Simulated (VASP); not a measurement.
# VSi (zincblende type) (F-43m) in VASP: notebook

Runs on VSi (zincblende type). Level: PBE. Tasks: density of states, electric field gradients.

Everything below comes from runs of VASP 6.6.1. Logs are shortened: lines on timing, memory, paths and dates and some standing lists are left out, and cuts for length are marked.

## (1) The cell of the first run

Symmetry: F-43m, No. 216, cubic system. Conventional cell: a = 5.529 Å, b = 5.529 Å, c = 5.529 Å, α = 90.00°, β = 90.00°, γ = 90.00°. V (site symmetry -43m) has 4 Si at 2.39 Å within 3.2 Å. Within 3.2 Å of Si (site symmetry -43m) lie 4 V at 2.39 Å.

## (2) Density of states, PBE, collinear spin, ferromagnetic start

POSCAR

```
VSi
1.0
    0.0000000000      2.7645669837      2.7645669837
    2.7645669837      0.0000000000      2.7645669837
    2.7645669837      2.7645669837      0.0000000000
V Si
1 1
Direct
    0.0000000000      0.0000000000      0.0000000000
    0.2500000000      0.2500000000      0.2500000000
```

INCAR.step1

```
PREC = Accurate
ENCUT = 520
EDIFF = 1E-7
ISMEAR = -1
SIGMA = 0.05
LREAL = F
LASPH = T
NELM = 150
ALGO = Normal
ISIF = 2
LWAVE = F
LCHARG = T
ISPIN = 2
MAGMOM = 1.5 0
LMAXMIX = 4
GGA = PE
NBANDS = 20
```

KPOINTS.step1

```
Automatic mesh
0
Gamma
  11 11 11
```

INCAR.step2

```
PREC = Accurate
ENCUT = 520
EDIFF = 1E-7
ISMEAR = -5
SIGMA = 0.05
LREAL = F
LASPH = T
NELM = 150
ALGO = Normal
ISIF = 2
LWAVE = F
LCHARG = F
ISPIN = 2
MAGMOM = 1.5 0
LORBIT = 11
LMAXMIX = 4
GGA = PE
NEDOS = 1001
ICHARG = 11
```

KPOINTS.step2

```
Automatic mesh
0
Gamma
  17 17 17
```

Potentials or basis: VASP PAW PBE potentials, release 64 (V_sv, Si).

Launch:

```bash
> cat potpaw_PBE.64/V_sv/POTCAR potpaw_PBE.64/Si/POTCAR > POTCAR
> cp INCAR.step1 INCAR
> cp KPOINTS.step1 KPOINTS
> mpirun -np 1 vasp_std > vasp.out
> cp INCAR.step2 INCAR
> cp KPOINTS.step2 KPOINTS
> mpirun -np 1 vasp_std > vasp.out
```

OUTCAR:

```text
PREC = Accurate
   ENCUT = 520
   EDIFF = 1E-7
   ISMEAR = -5
   LREAL = F
   LASPH = T
   NELM = 150
   ISIF = 2
   ISPIN = 2
   LORBIT = 11
   GGA = PE
   ICHARG = 11

 ion  position               nearest neighbor table
   1  0.000  0.000  0.000-   2 2.39   2 2.39   2 2.39   2 2.39
   2  0.250  0.250  0.250-   1 2.39   1 2.39   1 2.39   1 2.39

  LATTYP: Found a face centered cubic cell.
 ALAT       =     5.5291339674

  Lattice vectors:

 A1 = (   0.0000000000,   2.7645669837,   2.7645669837)
 A2 = (   2.7645669837,   0.0000000000,   2.7645669837)
 A3 = (   2.7645669837,   2.7645669837,   0.0000000000)

Analysis of symmetry for initial positions (statically):
=====================================================================
 Subroutine PRICEL returns:
 Original cell was already a primitive cell.

 Routine SETGRP: Setting up the symmetry group for a
 face centered cubic supercell.

 Subroutine GETGRP returns: Found 24 space group operations
 (whereof 24 operations were pure point group operations)
 out of a pool of 48 trial point group operations.

The static configuration has the point symmetry T_d .

Analysis of symmetry for dynamics (positions and initial velocities):
=====================================================================
 Subroutine PRICEL returns:
 Original cell was already a primitive cell.

 Routine SETGRP: Setting up the symmetry group for a
 face centered cubic supercell.

 Subroutine GETGRP returns: Found 24 space group operations
 (whereof 24 operations were pure point group operations)
 out of a pool of 48 trial point group operations.

The dynamic configuration has the point symmetry T_d .

Analysis of structural, dynamic, and magnetic symmetry:
=====================================================================
 Subroutine PRICEL returns:
 Original cell was already a primitive cell.

 Routine SETGRP: Setting up the symmetry group for a
 face centered cubic supercell.

 Subroutine GETGRP returns: Found 24 space group operations
 (whereof 24 operations were pure point group operations)
 out of a pool of 48 trial point group operations.

The overall configuration has the point symmetry T_d .

 Subroutine INISYM returns: Found 24 space group operations
 (whereof 24 operations are pure point group operations),
 and found     1 'primitive' translations

----------------------------------------------------------------------------------------

                                     Primitive cell

  volume of cell :      42.2582

  direct lattice vectors                    reciprocal lattice vectors
     0.000000000  2.764566984  2.764566984    -0.180860150  0.180860150  0.180860150
     2.764566984  0.000000000  2.764566984     0.180860150 -0.180860150  0.180860150
     2.764566984  2.764566984  0.000000000     0.180860150  0.180860150 -0.180860150

  length of vectors
     3.909688122  3.909688122  3.909688122     0.313258969  0.313258969  0.313258969

  position of ions in fractional coordinates (direct lattice)
     0.000000000  0.000000000  0.000000000
     0.250000000  0.250000000  0.250000000

  ion indices of the primitive-cell ions
   primitive index   ion index
                 1           1
                 2           2

----------------------------------------------------------------------------------------

 KPOINTS: Automatic mesh

Automatic generation of k-mesh.
 Grid dimensions read from file:
 generate k-points for:   17   17   17

 Generating k-lattice:

  Cartesian coordinates                     Fractional coordinates (reciprocal lattice)
    -0.010638832  0.010638832  0.010638832     0.058823529  0.000000000  0.000000000
     0.010638832 -0.010638832  0.010638832     0.000000000  0.058823529  0.000000000
     0.010638832  0.010638832 -0.010638832     0.000000000  0.000000000  0.058823529

  Length of vectors
     0.018426998  0.018426998  0.018426998

  Shift w.r.t. Gamma in fractional coordinates (k-lattice)
     0.000000000  0.000000000  0.000000000

 TETIRR: Found    693 inequivalent tetrahedra from    29478

 Subroutine IBZKPT returns following result:
 ===========================================

 Found    165 irreducible k-points:

 Following reciprocal coordinates:
            Coordinates               Weight
  0.000000  0.000000  0.000000      1.000000
  0.058824  0.000000  0.000000      8.000000
  0.117647  0.000000  0.000000      8.000000
  0.176471  0.000000  0.000000      8.000000
  0.235294  0.000000  0.000000      8.000000
  0.294118  0.000000  0.000000      8.000000
[... 16 lines left out ...]
 -0.176471  0.058824  0.000000     24.000000
 -0.117647  0.058824  0.000000     24.000000
 [... further k-points ...]
   k-points           NKPTS =    165   k-points in BZ     NKDIM =    165   number of bands    NBANDS=     13
   number of dos      NEDOS =   1001   number of ions     NIONS =      2
   total plane-waves  NPLWV =  27000
   dimension x,y,z NGX =    30 NGY =   30 NGZ =   30
   dimension x,y,z NGXF=    60 NGYF=   60 NGZF=   60
   ions per type =               1   1
   NGX,Y,Z   is equivalent  to a cutoff of  12.76, 12.76, 12.76 a.u.
   NGXF,Y,Z  is equivalent  to a cutoff of  25.51, 25.51, 25.51 a.u.
 SYSTEM =  unknown system
   PREC   = accura    normal or accurate (medium, high low for compatibility)
   ISTART =      0    job   : 0-new  1-cont  2-samecut
   ICHARG =     11    charge: 1-file 2-atom 10-const
   ISPIN  =      2    spin polarized calculation?
   LNONCOLLINEAR =      F non collinear calculations
   LSORBIT =      F    spin-orbit coupling
   LASPH  =      T    aspherical Exc in radial PAW
   ENCUT  =  520.0 eV  38.22 Ry    6.18 a.u.   7.27  7.27  7.27*2*pi/ulx,y,z
   NELM   =    150;   NELMIN=  2; NELMDL=  0     # of ELM steps
   EDIFF  = 0.1E-06   stopping-criterion for ELM
   LREAL  =      F    real-space projection
   EDIFFG = 0.1E-05   stopping-criterion for IOM
   NSW    =      0    number of steps for IOM
   IBRION =     -1    ionic relax: 0-MD 1-quasi-New 2-CG
   NFREE  =      0    steps in history (QN), initial steepest desc. (CG)
   ISIF   =      2    stress and relaxation
   ISYM   =      2    0-nonsym 1-usesym 2-fastsym
   POTIM  = 0.5000    time-step for ionic-motion
   TEBEG  =    0.0;   TEEND  =   0.0 temperature during run
   PSTRESS=    0.0 pullay stress
   NELECT =      17.0000    total number of electrons
   NUPDOWN=      -1.0000    fix difference up-down
   EMIN   =  10.00;   EMAX   =-10.00  energy-range for DOS
   EFERMI =   0.00;   METHOD = LEGACY
   ISMEAR =    -5;   SIGMA  =   0.05  broadening in eV -4-tet -1-fermi 0-gaus
   EFERMI_NEDOS =   21; number of points for ismear=-14 and -15
   IALGO  =     38    algorithm
   IMIX   =      4    mixing-type and parameters
     AMIX     =   0.40;   BMIX     =  1.00
     AMIX_MAG =   1.60;   BMIX_MAG =  1.00
  volume/ion in A,a.u.               =      21.13       142.59
  Fermi-wavevector in a.u.,A,eV,Ry     =   1.208521  2.283773 19.871606  1.460522
  Thomas-Fermi vector in A             =   2.344126
   LORBIT       =     11    0 simple, 1 ext, 2 COOP (PROOUT), +10 PAW based schemes
   GGA     = PE    functional components
   LHFCALC =     F    Hartree Fock is set to
   AEXX    =    0.0000 exact exchange contribution
   IVDW    =     0    specifies the selected vdW correction
   LEPSILON=     F    determine dielectric tensor
   LRPA    =     F    only Hartree local field effects (RPA)
 spin polarized calculation
 Fermi weights with tetrahedron method with Bloechl corrections
  energy-cutoff  :      520.00
  volume of cell :       42.26
 maximum number of plane-waves:      1155
 NGX is ok and might be reduce to    30

 number of electron      16.9999991 magnetization       0.5519828

 Free energy of the ion-electron system (eV)
  ---------------------------------------------------
  ext. energy  EPLUGINS =         0.00000000
  ---------------------------------------------------
  free energy    TOTEN  =       -12.39724720 eV

  energy without entropy =      -12.39724720  energy(sigma->0) =      -12.39724720

 E-fermi :   4.7682     XC(G=0):  -9.8010

 val. band max:        4.7863589254   @ k =  -0.2941   0.2941   0.0000
 cond. band min:       4.7672150329   @ k =   0.3529   0.2941   0.0588
 fundamental gap:     -0.0191438925
 Fermi energy:         4.7681723718

 spin component 1

 k-point     1 :       0.0000    0.0000    0.0000
  band No.  band energies     occupation
      1     -59.6471      1.00000
      2     -33.5017      1.00000
      3     -33.5017      1.00000
      4     -33.5017      1.00000
      5      -3.8586      1.00000
      6       3.1516      1.00000
      7       3.1516      1.00000
      8       3.1516      1.00000
      9       4.8412      0.00000
     10       4.8413      0.00000
     11      10.9497      0.00000
     12      10.9497      0.00000
     13      10.9572      0.00000
[... 354 lines left out ...]
  band No.  band energies     occupation
      1     -59.6469      1.00000
      2     -33.5051      1.00000
      3     -33.5027      1.00000
      4     -33.5021      1.00000
      5      -3.5918      1.00000
      6       2.9091      1.00000
      7       3.2253      1.00000
      8       3.2387      1.00000
      9       4.7586      0.83185
     10       4.8551      0.00000
     11       9.1324      0.00000
     12       9.7876      0.00000
     13      10.7019      0.00000

 [... further k-points ...]

 spin component 2

 k-point     1 :       0.0000    0.0000    0.0000
  band No.  band energies     occupation
      1     -59.1060      1.00000
      2     -32.9651      1.00000
      3     -32.9651      1.00000
      4     -32.9651      1.00000
      5      -3.8356      1.00000
      6       3.3807      1.00000
      7       3.3807      1.00000
      8       3.3807      1.00000
      9       5.4293      0.00000
     10       5.4293      0.00000
     11      11.0671      0.00000
     12      11.0671      0.00000
     13      11.0673      0.00000
[... 354 lines left out ...]
  band No.  band energies     occupation
      1     -59.1058      1.00000
      2     -32.9686      1.00000
      3     -32.9661      1.00000
      4     -32.9655      1.00000
      5      -3.5714      1.00000
      6       3.1133      1.00000
      7       3.4522      1.00000
      8       3.4716      1.00000
      9       5.3287      0.00000
     10       5.4386      0.00000
     11       9.3224      0.00000
     12       9.9553      0.00000
     13      10.8525      0.00000

 [... further k-points ...]
[... 5 lines left out ...]
  --------------------------------------------------------------------------------------
  -------------------------------------------------------------------------------------
  Total       -0.0419019     -0.0419019     -0.0419019      0.0000000      0.0000000      0.0000000
  in kB       -1.5886664     -1.5886664     -1.5886664      0.0000000      0.0000000      0.0000000
  external PRESSURE =      -1.5886664 kB  Pullay stress =       0.0000000 kB

 VOLUME and BASIS-vectors are now :
 -----------------------------------------------------------------------------
  energy-cutoff  :      520.00
  volume of cell :       42.26
      direct lattice vectors                 reciprocal lattice vectors
     0.000000000  2.764566984  2.764566984    -0.180860150  0.180860150  0.180860150
     2.764566984  0.000000000  2.764566984     0.180860150 -0.180860150  0.180860150
     2.764566984  2.764566984  0.000000000     0.180860150  0.180860150 -0.180860150

 POSITION                                       TOTAL-FORCE (eV/Angst)
 -----------------------------------------------------------------------------------
      0.00000      0.00000      0.00000         0.000000      0.000000     -0.000000
      1.38228      1.38228      1.38228        -0.000000     -0.000000      0.000000
 -----------------------------------------------------------------------------------
    total drift:                                0.000000      0.000000      0.000000

  FREE ENERGIE OF THE ION-ELECTRON SYSTEM (eV)
  ---------------------------------------------------
  free  energy   TOTEN  =       -12.3972471993 eV

  energy  without entropy=      -12.3972471993  energy(sigma->0) =      -12.39724720

 total charge

# of ion       s       p       d       tot
------------------------------------------
    1        2.271   6.142   3.054  11.467
    2        0.822   0.950   0.000   1.772
--------------------------------------------------
tot          3.093   7.092   3.054  13.239

 magnetization (x)

# of ion       s       p       d       tot
------------------------------------------
    1        0.005  -0.001   0.550   0.554
    2       -0.007  -0.037   0.000  -0.044
--------------------------------------------------
tot         -0.002  -0.038   0.550   0.510
```

It took 3.3 min on 1 thread of Intel Xeon Platinum 8259CL at 2.50GHz (Skylake/Cascade Lake), shared host; peak memory 0.29 GiB.

Results:

| Property | Result |
| --- | --- |
| Net moment | 0.55 μB per cell |
| Site moments | V +0.55; Si -0.04 μB |
| Valence electrons inside the program's atomic spheres | V 11.47; Si 1.77 |

Caveat: tetrahedron occupations give inexact forces and stress in metals.

(Continued in part 2 of 2.)
